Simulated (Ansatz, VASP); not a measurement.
**AlN in VASP and in Ansatz**

File POSCAR:

```
AlN
1.0
    0.0000000000      1.9205495521      1.9205495521
    1.9205495521      0.0000000000      1.9205495521
    1.9205495521      1.9205495521      0.0000000000
Al N
1 1
Direct
    0.0000000000      0.0000000000      0.0000000000
    0.5000000000      0.5000000000      0.5000000000
```

The input INCAR.step1:

```
PREC = Accurate
ENCUT = 520
ISMEAR = 0
SIGMA = 0.01
LREAL = F
LASPH = T
NELM = 80
NBANDS = 11
GGA = PE
ALGO = Normal
EDIFF = 1E-4
LWAVE = T
LCHARG = F
```

File INCAR.step2:

```
PREC = Accurate
ENCUT = 520
EDIFF = 1E-6
ISMEAR = 0
SIGMA = 0.01
LREAL = F
LASPH = T
NELM = 80
ALGO = Normal
ISIF = 2
LWAVE = F
LCHARG = F
METAGGA = R2SCAN
LMIXTAU = T
NBANDS = 11
ISTART = 1
```

The input KPOINTS:

```
regular mesh
0
Gamma
  10 10 10
```

Input for Ansatz:

```yaml
crystal:
  lattice:
    - [0.0, 1.9205495521, 1.9205495521]
    - [1.9205495521, 0.0, 1.9205495521]
    - [1.9205495521, 1.9205495521, 0.0]
  atoms:
    - { symbol: Al, position: [0.0, 0.0, 0.0] }
    - { symbol: "N", position: [0.5, 0.5, 0.5] }
kpoints:
  mp_grid: { grid: [10, 10, 10] }
  band_path:
    path:
      - [0.0, 0.0, 0.0]
      - [0.5, 0.0, 0.5]
      - [0.625, 0.25, 0.625]
      - [0.375, 0.375, 0.75]
      - [0.5, 0.5, 0.5]
      - [0.5, 0.25, 0.75]
    npoints: 1
hamiltonian:
  xc: r2scan
scf:
  occupations: { method: fixed }
  n_extra_bands: 4
output:
  forces: true
  stress: true
  eigenvalues: true
```

Change from the starting cell: hydrostatic strain -4.9%.

Alike in both runs: task single point; functional r2SCAN; k mesh 10 × 10 × 10; no spin polarisation.

```csv
,VASP,Ansatz
version,VASP 6.6.1,Ansatz 0.2.0
potentials or method,"VASP PAW PBE potentials, release 64 (Al, N)","plane waves, PAW"
plane-wave cutoff (eV),520,500
occupations,"gaussian, width 0.01 eV",fixed
valence electrons in the cell,8,8
```

```tsv
	VASP	Ansatz	Ansatz less VASP
gap on the k mesh at the Fermi level (eV)	5.68	5.72	+0.041
pressure (GPa)	54.5	55.3	+0.78
```

VASP's potentials were made for PBE, not for r2SCAN. Both programs put the cell under a high pressure, so it lies far from rest at this level.
